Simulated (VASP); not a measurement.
# Ge (P6/mmm) in VASP: further runs

The runs below take Ge through single point, relaxation of cell and atoms, with LDA.

Program: VASP 6.6.1. These are calculated values, not measurements. Logs are shortened: lines on timing, memory, paths and dates and some standing lists are left out, and cuts for length are marked.

## 1. The cell of the first run

The structure is hexagonal, space group P6/mmm (No. 191). Conventional cell: a = 2.635 Å, b = 2.635 Å, c = 2.455 Å, α = 90.00°, β = 90.00°, γ = 120.00°. Within 3.2 Å of Ge (site symmetry 6/mmm) lie 8 Ge at 2.46 to 2.64 Å.

## 2. Single point, LDA

Contents of INCAR:

```
PREC     = Accurate       # precision mode
ENCUT    = 520            # plane-wave cutoff, eV
EDIFF    = 1E-6           # SCF threshold, eV
ISMEAR   = -1             # smearing method
SIGMA    = 0.05           # smearing width, eV
LREAL    = F              # projectors in reciprocal space
LASPH    = T              # aspherical terms in the spheres
NELM     = 100            # most SCF steps
ALGO     = Normal         # electronic algorithm
ISIF     = 2              # what is computed and relaxed
LWAVE    = F              # write WAVECAR
LCHARG   = T              # write CHGCAR
GGA      = CA             # functional
LELF     = T              # ELF
LVHAR    = T            
NBANDS   = 13             # bands
```

Contents of KPOINTS:

```
regular mesh
0
Gamma
  16 16 15
```

Contents of POSCAR:

```
Ge
1.0
    2.6351671345      0.0000000000      0.0000000000
   -1.3175835672      2.2821216817      0.0000000000
    0.0000000000      0.0000000000      2.4550376755
Ge
1
Direct
    0.0000000000      0.0000000000      0.0000000000
```

Potentials or basis: VASP PAW LDA potentials, release 64 (Ge_d).

Launch:

```bash
$ cat potpaw_LDA.64/Ge_d/POTCAR > POTCAR
$ mpirun -np 1 vasp_std > vasp.out
```

OUTCAR:

```text
PREC = Accurate
   ENCUT = 520
   EDIFF = 1E-6
   ISMEAR = -1
   LREAL = F
   LASPH = T
   NELM = 100
   ISIF = 2
   GGA = CA

 ion  position               nearest neighbor table
   1  0.000  0.000  0.000-

  LATTYP: Found a hexagonal cell.
 ALAT       =     2.6351671345
 C/A-ratio  =     0.9316440097

  Lattice vectors:

 A1 = (   2.6351671345,   0.0000000000,   0.0000000000)
 A2 = (  -1.3175835672,   2.2821216817,   0.0000000000)
 A3 = (   0.0000000000,   0.0000000000,   2.4550376755)

Analysis of symmetry for initial positions (statically):
=====================================================================
 Subroutine PRICEL returns:
 Original cell was already a primitive cell.

 Routine SETGRP: Setting up the symmetry group for a
 hexagonal supercell.

 Subroutine GETGRP returns: Found 24 space group operations
 (whereof 24 operations were pure point group operations)
 out of a pool of 24 trial point group operations.

The static configuration has the point symmetry D_6h.

Analysis of symmetry for dynamics (positions and initial velocities):
=====================================================================
 Subroutine PRICEL returns:
 Original cell was already a primitive cell.

 Routine SETGRP: Setting up the symmetry group for a
 hexagonal supercell.

 Subroutine GETGRP returns: Found 24 space group operations
 (whereof 24 operations were pure point group operations)
 out of a pool of 24 trial point group operations.

The dynamic configuration has the point symmetry D_6h.

 Subroutine INISYM returns: Found 24 space group operations
 (whereof 24 operations are pure point group operations),
 and found     1 'primitive' translations

----------------------------------------------------------------------------------------

                                     Primitive cell

  volume of cell :      14.7640

  direct lattice vectors                    reciprocal lattice vectors
     2.635167135  0.000000000  0.000000000     0.379482571  0.219094365  0.000000000
    -1.317583567  2.282121682  0.000000000     0.000000000  0.438188729  0.000000000
     0.000000000  0.000000000  2.455037675     0.000000000  0.000000000  0.407325725

  length of vectors
     2.635167135  2.635167134  2.455037675     0.438188729  0.438188729  0.407325725

  position of ions in fractional coordinates (direct lattice)
     0.000000000  0.000000000  0.000000000

  ion indices of the primitive-cell ions
   primitive index   ion index
                 1           1

----------------------------------------------------------------------------------------

 KPOINTS: regular mesh

Automatic generation of k-mesh.
 Grid dimensions read from file:
 generate k-points for:   16   16   15

 Generating k-lattice:

  Cartesian coordinates                     Fractional coordinates (reciprocal lattice)
     0.023717661  0.013693398  0.000000000     0.062500000  0.000000000  0.000000000
     0.000000000  0.027386796  0.000000000     0.000000000  0.062500000  0.000000000
     0.000000000  0.000000000  0.027155048     0.000000000  0.000000000  0.066666667

  Length of vectors
     0.027386796  0.027386796  0.027155048

  Shift w.r.t. Gamma in fractional coordinates (k-lattice)
     0.000000000  0.000000000  0.000000000

 Subroutine IBZKPT returns following result:
 ===========================================

 Found    240 irreducible k-points:

 Following reciprocal coordinates:
            Coordinates               Weight
  0.000000  0.000000  0.000000      1.000000
  0.062500  0.000000  0.000000      6.000000
  0.125000  0.000000  0.000000      6.000000
  0.187500  0.000000  0.000000      6.000000
  0.250000  0.000000  0.000000      6.000000
  0.312500  0.000000  0.000000      6.000000
[... 16 lines left out ...]
  0.187500  0.187500  0.000000      6.000000
  0.250000  0.187500  0.000000     12.000000
 [... further k-points ...]
   k-points           NKPTS =    240   k-points in BZ     NKDIM =    240   number of bands    NBANDS=     13
   number of dos      NEDOS =    301   number of ions     NIONS =      1
   total plane-waves  NPLWV =   7200
   dimension x,y,z NGX =    20 NGY =   20 NGZ =   18
   dimension x,y,z NGXF=    40 NGYF=   40 NGZF=   36
   ions per type =               1
   NGX,Y,Z   is equivalent  to a cutoff of  12.62, 12.62, 12.19 a.u.
   NGXF,Y,Z  is equivalent  to a cutoff of  25.23, 25.23, 24.38 a.u.
 SYSTEM =  unknown system
   PREC   = accura    normal or accurate (medium, high low for compatibility)
   ISTART =      0    job   : 0-new  1-cont  2-samecut
   ICHARG =      2    charge: 1-file 2-atom 10-const
   ISPIN  =      1    spin polarized calculation?
   LNONCOLLINEAR =      F non collinear calculations
   LSORBIT =      F    spin-orbit coupling
   LASPH  =      T    aspherical Exc in radial PAW
   ENCUT  =  520.0 eV  38.22 Ry    6.18 a.u.   4.90  4.90  4.56*2*pi/ulx,y,z
   NELM   =    100;   NELMIN=  2; NELMDL= -5     # of ELM steps
   EDIFF  = 0.1E-05   stopping-criterion for ELM
   LREAL  =      F    real-space projection
   EDIFFG = 0.1E-04   stopping-criterion for IOM
   NSW    =      0    number of steps for IOM
   IBRION =     -1    ionic relax: 0-MD 1-quasi-New 2-CG
   NFREE  =      0    steps in history (QN), initial steepest desc. (CG)
   ISIF   =      2    stress and relaxation
   ISYM   =      2    0-nonsym 1-usesym 2-fastsym
   POTIM  = 0.5000    time-step for ionic-motion
   TEBEG  =    0.0;   TEEND  =   0.0 temperature during run
   PSTRESS=    0.0 pullay stress
   NELECT =      14.0000    total number of electrons
   NUPDOWN=      -1.0000    fix difference up-down
   EMIN   =  10.00;   EMAX   =-10.00  energy-range for DOS
   EFERMI =   0.00;   METHOD = LEGACY
   ISMEAR =    -1;   SIGMA  =   0.05  broadening in eV -4-tet -1-fermi 0-gaus
   EFERMI_NEDOS =   21; number of points for ismear=-14 and -15
   IALGO  =     38    algorithm
   IMIX   =      4    mixing-type and parameters
     AMIX     =   0.40;   BMIX     =  1.00
     AMIX_MAG =   1.60;   BMIX_MAG =  1.00
  volume/ion in A,a.u.               =      14.76        99.63
  Fermi-wavevector in a.u.,A,eV,Ry     =   1.608357  3.039354 35.195720  2.586812
  Thomas-Fermi vector in A             =   2.704239
   LORBIT       =      0    0 simple, 1 ext, 2 COOP (PROOUT), +10 PAW based schemes
   GGA     = CA    functional components
   LHFCALC =     F    Hartree Fock is set to
   AEXX    =    0.0000 exact exchange contribution
   IVDW    =     0    specifies the selected vdW correction
   LEPSILON=     F    determine dielectric tensor
   LRPA    =     F    only Hartree local field effects (RPA)
 non-spin polarized calculation
  energy-cutoff  :      520.00
  volume of cell :       14.76
 maximum number of plane-waves:       411
 NGX is ok and might be reduce to    20
   NGX =  9   NGY =  9   NGZ =  9

 number of electron      14.0000002 magnetization

 Free energy of the ion-electron system (eV)
  ---------------------------------------------------
  ext. energy  EPLUGINS =         0.00000000
  ---------------------------------------------------
  free energy    TOTEN  =        -4.77815021 eV

  energy without entropy =       -4.77448964  energy(sigma->0) =       -4.77631992

 E-fermi :   9.3972     XC(G=0): -12.8222

 val. band max:        9.3930509787   @ k =   0.3125   0.2500   0.3333
 cond. band min:       9.4295429309   @ k =   0.1875   0.1875   0.1333
 fundamental gap:      0.0364919521
 Fermi energy:         9.3971848136

 k-point     1 :       0.0000    0.0000    0.0000
  band No.  band energies     occupation
      1     -15.8841      2.00000
      2     -15.6629      2.00000
      3     -15.6629      2.00000
      4     -15.3857      2.00000
      5     -15.3857      2.00000
      6      -6.1544      2.00000
      7      17.5825      0.00000
      8      19.7060      0.00000
      9      19.7060      0.00000
     10      20.9707      0.00000
     11      25.2325      0.00000
     12      25.2325      0.00000
     13      25.8155      0.00000

 k-point     2 :       0.0625    0.0000    0.0000
  band No.  band energies     occupation
      1     -15.8790      2.00000
      2     -15.6654      2.00000
      3     -15.6533      2.00000
      4     -15.3899      2.00000
      5     -15.3867      2.00000
      6      -6.0408      2.00000
      7      17.7005      0.00000
      8      18.2859      0.00000
      9      19.2200      0.00000
     10      21.3982      0.00000
     11      23.6742      0.00000
     12      25.9211      0.00000
     13      28.0209      0.00000

 k-point     3 :       0.1250    0.0000    0.0000
  band No.  band energies     occupation
      1     -15.8654      2.00000
      2     -15.6720      2.00000
      3     -15.6259      2.00000
      4     -15.4019      2.00000
      5     -15.3894      2.00000
      6      -5.6994      2.00000
      7      15.7700      0.00000
      8      18.0521      0.00000
      9      18.1902      0.00000
     10      21.3037      0.00000
     11      22.9981      0.00000
     12      27.5601      0.00000
     13      29.6041      0.00000

 k-point     4 :       0.1875    0.0000    0.0000
  band No.  band energies     occupation
      1     -15.8480      2.00000
      2     -15.6796      2.00000
      3     -15.5846      2.00000
      4     -15.4198      2.00000
      5     -15.3936      2.00000
      6      -5.1284      2.00000
      7      13.0447      0.00000
      8      17.0870      0.00000
      9      18.6288      0.00000
     10      20.5769      0.00000
     11      23.2699      0.00000
     12      29.6809      0.00000
     13      31.3699      0.00000

 k-point     5 :       0.2500    0.0000    0.0000
  band No.  band energies     occupation
      1     -15.8339      2.00000
      2     -15.6836      2.00000
      3     -15.5355      2.00000
      4     -15.4408      2.00000
      5     -15.3985      2.00000
      6      -4.3269      2.00000
      7      10.3690      0.00000
      8      16.0939      0.00000
      9      19.4140      0.00000
     10      19.8311      0.00000
     11      23.8930      0.00000
     12      32.1013      0.00000
     13      33.1732      0.00000
[... 257 lines left out ...]
 k-point    22 :       0.4375    0.1250    0.0000
  band No.  band energies     occupation
      1     -15.8047      2.00000
      2     -15.6541      2.00000
      3     -15.4898      2.00000
      4     -15.4347      2.00000
      5     -15.4214      2.00000
      6       0.7905      2.00000
      7       2.4499      2.00000
      8      10.8787      0.00000
      9      22.2900      0.00000
     10      23.1781      0.00000
     11      28.0923      0.00000
     12      28.8797      0.00000
     13      29.6384      0.00000

 k-point    23 :       0.1875    0.1875    0.0000
  band No.  band energies     occupation
      1     -15.7967      2.00000
      2     -15.6848      2.00000
      3     -15.5009      2.00000
      4     -15.4585      2.00000
      5     -15.4125      2.00000
      6      -3.0685      2.00000
      7       9.0635      1.99748
      8      10.8611      0.00000
      9      20.5992      0.00000
     10      24.2491      0.00000
     11      25.6256      0.00000
     12      28.4369      0.00000
     13      33.9913      0.00000

 k-point    24 :       0.2500    0.1875    0.0000
  band No.  band energies     occupation
      1     -15.7818      2.00000
      2     -15.6743      2.00000
      3     -15.4822      2.00000
      4     -15.4701      2.00000
      5     -15.4210      2.00000
      6      -1.9328      2.00000
      7       7.1555      2.00000
      8       9.6630      0.00977
      9      21.5932      0.00000
     10      24.9246      0.00000
     11      26.3610      0.00000
     12      29.8210      0.00000
     13      32.2277      0.00000

 [... further k-points ...]

------------------------ aborting loop because EDIFF is reached ----------------------------------------

  FORCE on cell =-STRESS in cart. coord.  units (eV):
  Direction    XX          YY          ZZ          XY          YZ          ZX
  --------------------------------------------------------------------------------------
  -------------------------------------------------------------------------------------
  Total        2.3207669      2.3207669      2.3189730      0.0000000     -0.0000000      0.0000000
  in kB      251.8471159    251.8471159    251.6524432      0.0000000     -0.0000000      0.0000000
  external PRESSURE =     251.7822250 kB  Pullay stress =       0.0000000 kB

 VOLUME and BASIS-vectors are now :
 -----------------------------------------------------------------------------
  energy-cutoff  :      520.00
  volume of cell :       14.76
      direct lattice vectors                 reciprocal lattice vectors
     2.635167135  0.000000000  0.000000000     0.379482571  0.219094365  0.000000000
    -1.317583567  2.282121682  0.000000000     0.000000000  0.438188729  0.000000000
     0.000000000  0.000000000  2.455037675     0.000000000  0.000000000  0.407325725

 POSITION                                       TOTAL-FORCE (eV/Angst)
 -----------------------------------------------------------------------------------
      0.00000      0.00000      0.00000        -0.000000      0.000000      0.000000
 -----------------------------------------------------------------------------------
    total drift:                                0.000000      0.000000     -0.000000

  FREE ENERGIE OF THE ION-ELECTRON SYSTEM (eV)
  ---------------------------------------------------
  free  energy   TOTEN  =        -4.7781502062 eV

  energy  without entropy=       -4.7744896360  energy(sigma->0) =       -4.77631992
```

Run time: 17 s. Hardware: 1 thread of Intel Xeon Platinum 8375C at 2.90GHz (Ice Lake), shared host; peak memory 0.15 GiB.

Results:

```yaml
Free_energy: -4.7782 eV
Pressure: 25.2 GPa
Band_gap_on_the_k_mesh: zero (band 7 reaches 17.70 eV, above the bottom of band 8 at 5.37 eV)
```

## 3. Single point, LDA

Contents of INCAR:

```
SYSTEM = Ge
PREC = Accurate ; ENCUT = 520
EDIFF = 1E-6 ; ISMEAR = -1
SIGMA = 0.05 ; LREAL = .False.
LASPH = .True. ; NELM = 80
ALGO = Normal ; ISIF = 2
LWAVE = .False. ; LCHARG = .False.
NBANDS = 13
```

Contents of KPOINTS:

```
regular mesh
0
Gamma
  16 16 15
  0 0 0
```

Contents of POSCAR:

```
Ge
1.0
    2.6355648833      0.0000000000      0.0000000000
   -1.3177824416      2.2824661423      0.0000000000
    0.0000000000      0.0000000000      2.4553637813
Ge
1
Direct
    0.0000000000      0.0000000000      0.0000000000
```

Potentials or basis: VASP PAW LDA potentials, release 64 (Ge_d).

Launch:

```bash
$ cat potpaw_LDA.64/Ge_d/POTCAR > POTCAR
$ mpirun -np 1 vasp_std > vasp.out
```

OUTCAR:

```text
SYSTEM = Ge
   PREC = Accurate
   ENCUT = 520
   EDIFF = 1E-6
   ISMEAR = -1
   LREAL = .False.
   LASPH = .True.
   NELM = 80
   ISIF = 2

 ion  position               nearest neighbor table
   1  0.000  0.000  0.000-

  LATTYP: Found a hexagonal cell.
 ALAT       =     2.6355648833
 C/A-ratio  =     0.9316271426

  Lattice vectors:

 A1 = (   2.6355648833,   0.0000000000,   0.0000000000)
 A2 = (  -1.3177824416,   2.2824661423,   0.0000000000)
[... 563 lines left out ...]
     13      32.2158      0.00000

 [... further k-points ...]

------------------------ aborting loop because EDIFF is reached ----------------------------------------

  FORCE on cell =-STRESS in cart. coord.  units (eV):
  Direction    XX          YY          ZZ          XY          YZ          ZX
  --------------------------------------------------------------------------------------
  -------------------------------------------------------------------------------------
  Total        2.3145304      2.3145304      2.3133528      0.0000000     -0.0000000      0.0000000
  in kB      251.0611852    251.0611852    250.9334484      0.0000000     -0.0000000      0.0000000
  external PRESSURE =     251.0186063 kB  Pullay stress =       0.0000000 kB

 VOLUME and BASIS-vectors are now :
 -----------------------------------------------------------------------------
  energy-cutoff  :      520.00
  volume of cell :       14.77
      direct lattice vectors                 reciprocal lattice vectors
     2.635564883  0.000000000  0.000000000     0.379425301  0.219061300  0.000000000
    -1.317782442  2.282466142  0.000000000     0.000000000  0.438122600  0.000000000
     0.000000000  0.000000000  2.455363781     0.000000000  0.000000000  0.407271626

 POSITION                                       TOTAL-FORCE (eV/Angst)
 -----------------------------------------------------------------------------------
      0.00000      0.00000      0.00000        -0.000000      0.000000      0.000000
 -----------------------------------------------------------------------------------
    total drift:                               -0.000000      0.000000     -0.000000

  FREE ENERGIE OF THE ION-ELECTRON SYSTEM (eV)
  ---------------------------------------------------
  free  energy   TOTEN  =        -4.7791667300 eV

  energy  without entropy=       -4.7755119794  energy(sigma->0) =       -4.77733935
```

OSZICAR:

```text
N       E                     dE             d eps       ncg     rms          rms(c)
DAV:   1     0.590338411236E+02    0.59034E+02   -0.69302E+03  7131   0.313E+03
DAV:   2    -0.519369837962E+00   -0.59553E+02   -0.56646E+02  6575   0.406E+02
DAV:   3    -0.477326094072E+01   -0.42539E+01   -0.42269E+01  7160   0.650E+01
DAV:   4    -0.481834108184E+01   -0.45080E-01   -0.45075E-01  7120   0.705E+00
DAV:   5    -0.481868362072E+01   -0.34254E-03   -0.34254E-03  7253   0.654E-01    0.224E+00
DAV:   6    -0.479254720354E+01    0.26136E-01   -0.87066E-03  7909   0.223E+00    0.124E+00
DAV:   7    -0.477944361060E+01    0.13104E-01   -0.76215E-03  8551   0.161E+00    0.854E-02
DAV:   8    -0.477916919369E+01    0.27442E-03   -0.66764E-04  7625   0.645E-01    0.411E-02
DAV:   9    -0.477916679891E+01    0.23948E-05   -0.16910E-05  8850   0.757E-02    0.116E-02
DAV:  10    -0.477916672999E+01    0.68912E-07   -0.38881E-07  5190   0.939E-03
   1 F= -.47791667E+01 E0= -.47773394E+01  d E =-.365475E-02
```

stdout:

```text
POSCAR found type information on POSCAR Ge
 POSCAR found :  1 types and       1 ions
 scaLAPACK will be used
 LDA part: xc-table for (Slater(with rela. corr.)+CA(PZ))
 , standard interpolation
 POSCAR, INCAR and KPOINTS ok, starting setup
 FFT: planning ... GRIDC
 FFT: planning ... GRID_SOFT
 FFT: planning ... GRID
 WAVECAR not read
 entering main loop
```

Run time: 17 s. Hardware: 1 thread of Intel Xeon Platinum 8375C at 2.90GHz (Ice Lake), shared host; peak memory 0.15 GiB.

Results:

| Quantity | Value |
| --- | --- |
| Free energy | -4.7792 eV |
| Pressure | 25.1 GPa |
| Band gap on the k mesh | zero (band 7 reaches 17.69 eV, above the bottom of band 8 at 5.37 eV) |

(Part 1 of 2 ends here.)
